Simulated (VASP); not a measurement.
# TiO2 (P1) in VASP: single point with r2SCAN

Aim: the single point of TiO2 with r2SCAN.

Program: VASP 6.6.1. These are calculated values, not measurements. Logs are shortened: lines on timing, memory, paths and dates and some standing lists are left out, and cuts for length are marked.

### Step 1. The cell of the first run

The typed cell holds 6 atoms: a = 5.410 Å, b = 5.404 Å, c = 5.407 Å, α = 139.35°, β = 139.46°, γ = 58.79°.

### Step 2. Single point, r2SCAN, collinear spin, zero start

Contents of POSCAR:

```
TiO2
1.0
   -1.8815519900      1.8761040700      4.7129488200
    1.8755901800     -1.8735336300      4.7095574500
    1.8795806200      1.8715622600     -4.7119271300
Ti O
2 4
Direct
    0.0209951300      0.0080688600      0.0185489800
    0.7434966600      0.2433277600      0.4901929300
    0.1707585600      0.1710960100      0.9753210600
    0.9400127600      0.4152665400      0.4970719200
    0.5750149500      0.0701518300      0.5073040600
    0.8042734200      0.8106779200      0.9776849900
```

Contents of INCAR.step1:

```
ALGO     = Normal         # electronic algorithm
EDIFF    = 1E-4           # SCF threshold, eV
ENCUT    = 520            # plane-wave cutoff, eV
GGA      = PE             # functional
ISMEAR   = 1              # smearing method
ISPIN    = 2              # spin polarisation
LASPH    = T              # aspherical terms in the spheres
LCHARG   = F              # write CHGCAR
LMAXMIX  = 4              # l up to which the mixer works
LREAL    = F              # projectors in reciprocal space
LWAVE    = T              # write WAVECAR
MAGMOM   = 0 0 0 0 0 0    # initial moments
NBANDS   = 37             # bands
NELM     = 150            # most SCF steps
PREC     = Accurate       # precision mode
SIGMA    = 0.001          # smearing width, eV
```

Contents of INCAR.step2:

```
ALGO     = Normal         # electronic algorithm
EDIFF    = 1E-7           # SCF threshold, eV
ENCUT    = 520            # plane-wave cutoff, eV
ISIF     = 2              # what is computed and relaxed
ISMEAR   = 1              # smearing method
ISPIN    = 2              # spin polarisation
ISTART   = 1            
LASPH    = T              # aspherical terms in the spheres
LCHARG   = F              # write CHGCAR
LMAXMIX  = 4              # l up to which the mixer works
LMIXTAU  = T            
LORBIT   = 11             # projections on sites
LREAL    = F              # projectors in reciprocal space
LWAVE    = F              # write WAVECAR
MAGMOM   = 0 0 0 0 0 0    # initial moments
METAGGA  = R2SCAN         # meta-GGA
NBANDS   = 37             # bands
NELM     = 150            # most SCF steps
PREC     = Accurate       # precision mode
SIGMA    = 0.001          # smearing width, eV
```

Contents of KPOINTS:

```
Automatic mesh
0
Gamma
  5 5 7
  0 0.5 0.5
```

Potentials or basis: VASP PAW PBE potentials, release 64 (Ti_sv, O).

Launch:

```sh
$ cat potpaw_PBE.64/Ti_sv/POTCAR potpaw_PBE.64/O/POTCAR > POTCAR
$ cp INCAR.step1 INCAR
$ mpirun -np 1 vasp_std > vasp.out
$ cp INCAR.step2 INCAR
$ mpirun -np 1 vasp_std > vasp.out
```

OUTCAR:

```text
EDIFF = 1E-7
   ENCUT = 520
   ISIF = 2
   ISMEAR = 1
   ISPIN = 2
   ISTART = 1
   LASPH = T
   LORBIT = 11
   LREAL = F
   METAGGA = R2SCAN
   NELM = 150
   PREC = Accurate

 ion  position               nearest neighbor table
   1  0.021  0.008  0.019-   3 1.68   6 1.76   5 1.93   4 1.95   5 2.00   4 2.07   2 2.91
   2  0.743  0.243  0.490-   5 1.69   4 1.70   3 1.94   6 1.98   3 2.00   6 2.00   1 2.91
   3  0.171  0.171  0.975-   1 1.68   2 1.94   2 2.00
   4  0.940  0.415  0.497-   2 1.70   1 1.95   1 2.07
   5  0.575  0.070  0.507-   2 1.69   1 1.93   1 2.00
   6  0.804  0.811  0.978-   1 1.76   2 1.98   2 2.00

  LATTYP: Found a triclinic cell.
 ALAT       =     3.7551720651
 B/A-ratio  =     1.4120583050
 C/A-ratio  =     1.4391972196
 COS(alpha) =     0.0005384379
 COS(beta)  =     0.3466785690
 COS(gamma) =     0.7074431169

  Lattice vectors:

 A1 = (   3.7551708000,  -0.0019713700,  -0.0023696800)
 A2 = (   3.7531994300,   3.7456949600,  -0.0013479900)
 A3 = (   1.8755901800,  -1.8735336300,   4.7095574500)

Analysis of symmetry for initial positions (statically):
=====================================================================
 Subroutine PRICEL returns:
 Original cell was already a primitive cell.

 Routine SETGRP: Setting up the symmetry group for a
 triclinic supercell.

 Subroutine GETGRP returns: Found  1 space group operations
 (whereof  1 operations were pure point group operations)
 out of a pool of  2 trial point group operations.

The static configuration has the point symmetry C_1 .

Analysis of symmetry for dynamics (positions and initial velocities):
=====================================================================
 Subroutine PRICEL returns:
 Original cell was already a primitive cell.

 Routine SETGRP: Setting up the symmetry group for a
 triclinic supercell.

 Subroutine GETGRP returns: Found  1 space group operations
 (whereof  1 operations were pure point group operations)
 out of a pool of  2 trial point group operations.

The dynamic configuration has the point symmetry C_1 .

Analysis of structural, dynamic, and magnetic symmetry:
=====================================================================
[... 146 lines left out ...]
   IVDW    =     0    specifies the selected vdW correction
   LEPSILON=     F    determine dielectric tensor
   LRPA    =     F    only Hartree local field effects (RPA)
 spin polarized calculation
 Methfessel and Paxton  Order N= 1 SIGMA  =   0.00
  energy-cutoff  :      520.00
  volume of cell :       66.30
 maximum number of plane-waves:      1798
   NGX = 21   NGY = 21   NGZ = 21

 number of electron      48.0000003 magnetization       0.0000000

 number of electron      48.0000003 magnetization      -0.0000000

 Free energy of the ion-electron system (eV)
  ---------------------------------------------------
  ext. energy  EPLUGINS =         0.00000000
  ---------------------------------------------------
  free energy    TOTEN  =       -65.87032735 eV

  energy without entropy =      -65.87032735  energy(sigma->0) =      -65.87032735

 E-fermi :   4.2787     XC(G=0): -11.4465

 val. band max:        4.1566809397   @ k =   0.4000   0.5000   0.5000
 cond. band min:       6.4591538019   @ k =  -0.0000  -0.1000   0.0714
 fundamental gap:      2.3024728622
 Fermi energy:         4.2787462374

 spin component 1

 k-point     1 :      -0.0000    0.1000    0.0714
  band No.  band energies     occupation
      1     -54.6370      1.00000
      2     -54.4965      1.00000
      3     -30.6927      1.00000
      4     -30.0752      1.00000
      5     -29.8408      1.00000
      6     -29.7677      1.00000
[... 925 lines left out ...]
     35      13.6090      0.00000
     36      15.0109      0.00000

 [... further k-points ...]

 spin component 2

 k-point     1 :      -0.0000    0.1000    0.0714
  band No.  band energies     occupation
      1     -54.6370      1.00000
      2     -54.4965      1.00000
      3     -30.6927      1.00000
      4     -30.0752      1.00000
      5     -29.8408      1.00000
      6     -29.7677      1.00000
[... 925 lines left out ...]
     35      13.6090      0.00000
     36      15.0109      0.00000

 [... further k-points ...]

 [bands above 36 left out]

------------------------ aborting loop because EDIFF is reached ----------------------------------------

  FORCE on cell =-STRESS in cart. coord.  units (eV):
  Direction    XX          YY          ZZ          XY          YZ          ZX
  --------------------------------------------------------------------------------------
  -------------------------------------------------------------------------------------
  Total        4.0732828      7.9266783     44.4639323      0.0015477      1.4385987     -0.4922492
  in kB       98.4302124    191.5468836   1074.4636434      0.0374009     34.7635024    -11.8951212
  external PRESSURE =     454.8135798 kB  Pullay stress =       0.0000000 kB

 VOLUME and BASIS-vectors are now :
 -----------------------------------------------------------------------------
  energy-cutoff  :      520.00
  volume of cell :       66.30
      direct lattice vectors                 reciprocal lattice vectors
    -1.881551990  1.876104070  4.712948820     0.000206992  0.266803916  0.106056223
     1.875590180 -1.873533630  4.709557450     0.266366608  0.000111137  0.106297381
     1.879580620  1.871562260 -4.711927130     0.266439686  0.266972848  0.000095752

 POSITION                                       TOTAL-FORCE (eV/Angst)
 -----------------------------------------------------------------------------------
      0.01049      0.05899      0.04955         0.143941      0.728389     -3.142763
     -0.02119      1.85642      2.34027        -0.037477     -0.814490      1.373440
      1.83281      1.82518     -2.98508        -0.390530      0.895805      9.053692
     -0.05553      1.91585      4.04379         0.650497      0.576361      9.574127
      0.00317      1.89681      0.65002         0.168314     -0.736300     -9.397044
      1.84486      1.81987      3.00165        -0.534743     -0.649764     -7.461452
 -----------------------------------------------------------------------------------
    total drift:                               -0.001480     -0.001744     -0.008633

  FREE ENERGIE OF THE ION-ELECTRON SYSTEM (eV)
  ---------------------------------------------------
  free  energy   TOTEN  =       -65.8703273496 eV

  energy  without entropy=      -65.8703273496  energy(sigma->0) =      -65.87032735

 total charge

# of ion       s       p       d       tot
------------------------------------------
    1        2.256   6.412   1.901  10.569
    2        2.264   6.437   1.928  10.629
    3        1.596   3.627   0.000   5.222
    4        1.594   3.598   0.000   5.192
    5        1.596   3.626   0.000   5.222
    6        1.589   3.586   0.000   5.176
--------------------------------------------------
tot         10.895  27.286   3.829  42.009

 magnetization (x)

# of ion       s       p       d       tot
------------------------------------------
    1       -0.000  -0.000  -0.000  -0.000
    2       -0.000   0.000  -0.000  -0.000
    3        0.000   0.000   0.000   0.000
    4        0.000   0.000   0.000   0.000
    5       -0.000   0.000   0.000   0.000
    6        0.000   0.000   0.000   0.000
--------------------------------------------------
tot         -0.000   0.000  -0.000   0.000
```

OSZICAR.step1:

```text
N       E                     dE             d eps       ncg     rms          rms(c)
DAV:   1     0.669207360104E+03    0.66921E+03   -0.23251E+04 13024   0.153E+03
DAV:   2     0.306250620359E+02   -0.63858E+03   -0.57923E+03 13785   0.469E+02
DAV:   3    -0.611640151475E+02   -0.91789E+02   -0.89643E+02 16899   0.178E+02
DAV:   4    -0.668649504536E+02   -0.57009E+01   -0.56688E+01 18337   0.405E+01
DAV:   5    -0.670351583481E+02   -0.17021E+00   -0.17019E+00 15926   0.591E+00    0.423E+01
DAV:   6    -0.500322227283E+02    0.17003E+02   -0.49518E+01 16258   0.855E+01    0.120E+01
DAV:   7    -0.499740022065E+02    0.58221E-01   -0.93664E+00 13513   0.303E+01    0.135E+01
DAV:   8    -0.498053077550E+02    0.16869E+00   -0.68384E-01 15173   0.107E+01    0.393E+00
DAV:   9    -0.498604999899E+02   -0.55192E-01   -0.28053E-01 16793   0.345E+00    0.163E+00
DAV:  10    -0.498508986673E+02    0.96013E-02   -0.26136E-02 15154   0.209E+00    0.718E-01
DAV:  11    -0.498497159159E+02    0.11828E-02   -0.10134E-02 15516   0.123E+00    0.106E-01
DAV:  12    -0.498495548248E+02    0.16109E-03   -0.10692E-03 15640   0.389E-01    0.423E-02
DAV:  13    -0.498495504331E+02    0.43917E-05   -0.18286E-04 10848   0.134E-01
   1 F= -.49849550E+02 E0= -.49849550E+02  d E =0.000000E+00  mag=    -0.0000
```

Wall time 20 min (1 thread of Intel Xeon 6975P-C (Granite Rapids), shared host); peak memory 0.53 GiB.

What came out:

| Quantity | Value |
| --- | --- |
| Free energy | -65.8703 eV |
| Pressure | 45.5 GPa |
| Largest force | 9.613 eV/Å |
| Band gap on the k mesh | 2.30 eV (least direct gap 2.53 eV) |
| Net moment | 0.00 μB per cell |
| Valence electrons inside the program's atomic spheres | Ti 10.57, 10.63; O 5.22, 5.19, 5.18 (each value once) |

Forces in eV/Å, atoms in the order of the input:
```
Ti   0.144  0.728 -3.143
Ti  -0.037 -0.814  1.373
O   -0.391  0.896  9.054
O    0.650  0.576  9.574
O    0.168 -0.736 -9.397
O   -0.535 -0.650 -7.461
```

Stress tensor (GPa, compression positive):
```
  9.84   0.00  -1.19
  0.00  19.15   3.48
 -1.19   3.48 107.45
```

Caveat: the stress differs along the axes, from 10 to 107 GPa; the PAW data sets were made with another functional, which shifts forces and pressure a little; a shifted mesh leaves out Γ, where band edges can lie.
